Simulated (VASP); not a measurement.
The system is WS2.

```
W S
1.0
     1.57900    0.91164    6.16333
    -1.57900    0.91164    6.16333
     0.00000   -1.82327    6.16333
W S
1 2
Direct
  0.00000 0.00000 0.00000
  0.24970 0.24970 0.24970
  0.41900 0.41900 0.41900
```

Base run:

```yaml
Program: VASP 6.6.1
Functional: BLYP
Potentials_or_basis: VASP PAW PBE potentials, release 64 (W_sv, S)
Cutoff: 520 eV
k_mesh: 12 × 12 × 12
Occupations: fermi-dirac, width 0.1 eV
Spin: no spin polarisation
```

Its results: band gap on the k mesh 1.04 eV (least direct gap 1.91 eV); pressure 12.5 GPa; largest force 0.939 eV/Å.

Task: The run is repeated on the same cell with these changes: functional from BLYP to r2SCAN; further incar settings from ALGO = Normal; EDIFF = 1e-06; NBANDS = 20 to ALGO = Normal; EDIFF = 1e-07; NBANDS = 20. What comes out?

Result: Band gap on the k mesh 1.14 eV (least direct gap 2.03 eV); pressure 2.8 GPa; largest force 0.621 eV/Å.

Caveats: the PAW data sets were made with another functional, which shifts forces and pressure a little; spin-orbit coupling is left out, which moves the levels of the heavy elements; the cell stands under pressure (at least some runs).

A k mesh can miss the band edges.
